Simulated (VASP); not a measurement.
Wanted: the native input for a VASP 6.6.1 run.

- Task: single point
- Functional: r2SCAN
- Potentials or basis: VASP PAW PBE potentials, release 64 (Ge_d)
- Cutoff: 520 eV
- k mesh: 12 × 12 × 12
- Occupations: gaussian, width 0.1 eV
- Spin: no spin polarisation
- Dipole correction: no
- Further INCAR settings: ALGO = Normal; EDIFF = 1e-07; NBANDS = 21

Ge:

```
Ge
1.0
     0.00000    2.83780    2.83780
     2.83780    0.00000    2.83780
     2.83780    2.83780    0.00000
Ge
2
Direct
  0.75000 0.75000 0.75000
  0.50000 0.50000 0.50000
```

One way to write it, as run:

POSCAR

```
Ge
1.0
    0.0000000000      2.8377960841      2.8377960841
    2.8377960841      0.0000000000      2.8377960841
    2.8377960841      2.8377960841      0.0000000000
Ge
2
Direct
    0.7500000000      0.7500000000      0.7500000000
    0.5000000000      0.5000000000      0.5000000000
```

INCAR.step1

```
SYSTEM = Ge
ALGO = Normal
EDIFF = 1E-4
ENCUT = 520
GGA = PE
ISMEAR = 0
LASPH = .True.
LCHARG = .False.
LREAL = .False.
LWAVE = .True.
NBANDS = 21
NELM = 80
PREC = Accurate
SIGMA = 0.1
```

INCAR.step2

```
SYSTEM = Ge
ALGO = Normal
EDIFF = 1E-7
ENCUT = 520
ISIF = 2
ISMEAR = 0
ISTART = 1
LASPH = .True.
LCHARG = .True.
LELF = .True.
LMIXTAU = .True.
LREAL = .False.
LVHAR = .True.
LWAVE = .False.
METAGGA = R2SCAN
NBANDS = 21
NELM = 80
PREC = Accurate
SIGMA = 0.1
```

KPOINTS

```
k-points
0
Gamma
  12 12 12
  0 0 0
```

Potentials or basis: VASP PAW PBE potentials, release 64 (Ge_d).

Command:

```console
$ cat potpaw_PBE.64/Ge_d/POTCAR > POTCAR
$ cp INCAR.step1 INCAR
$ mpirun -np 1 vasp_std > vasp.out
$ cp INCAR.step2 INCAR
$ mpirun -np 1 vasp_std > vasp.out
```

Results of the run:

```
Pressure               : 0.0 GPa
Band gap on the k mesh : 0.31 eV
```

Caveat: the PAW data sets were made with another functional, which shifts forces and pressure a little.

It took 110 s on 1 thread of Intel(R) Xeon(R) 6975P-C (Granite Rapids) (shared host), peak memory 0.2 GiB.
